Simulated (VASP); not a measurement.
Input of a VASP 6.6.1 run:

File INCAR:

```
PREC = Accurate ; ENCUT = 600
EDIFF = 1E-6 ; ISMEAR = 0
SIGMA = 0.1 ; LREAL = F
LASPH = T ; NELM = 100
ALGO = Normal ; ISIF = 3
LWAVE = F ; LCHARG = F
GGA = PS ; IBRION = 2
NSW = 100 ; EDIFFG = -0.005
```

Contents of KPOINTS:

```
regular mesh
0
Gamma
  12 12 18
```

The input POSCAR:

```
I
1.0
    2.5383465792     -3.7066249365      0.0000000000
    2.5383465792      3.7066249365      0.0000000000
   -1.6208748370      0.0000000000      2.3810977968
I
1
Direct
    0.5000000000      0.5000000000      0.5000000000
```

Potentials or basis: VASP PAW PBE potentials, release 64 (I).

Run with:

```console
$ cat potpaw_PBE.64/I/POTCAR > POTCAR
$ mpirun -np 1 vasp_std > vasp.out
```

(1) What does it give for the relaxed cell?

(2) Estimate the band gap on the k mesh.

Results:

(1) a = 4.389 Å, b = 4.389 Å, c = 2.916 Å, α = 109.67°, β = 109.67°, γ = 114.64°.

(2) zero (an odd number of electrons rules out a gap without spin polarisation).

Caveat: spin-orbit coupling is left out, which moves the levels of the heavy elements; an odd number of electrons without spin polarisation forces a metal; a magnetic or distorted state may lie lower.
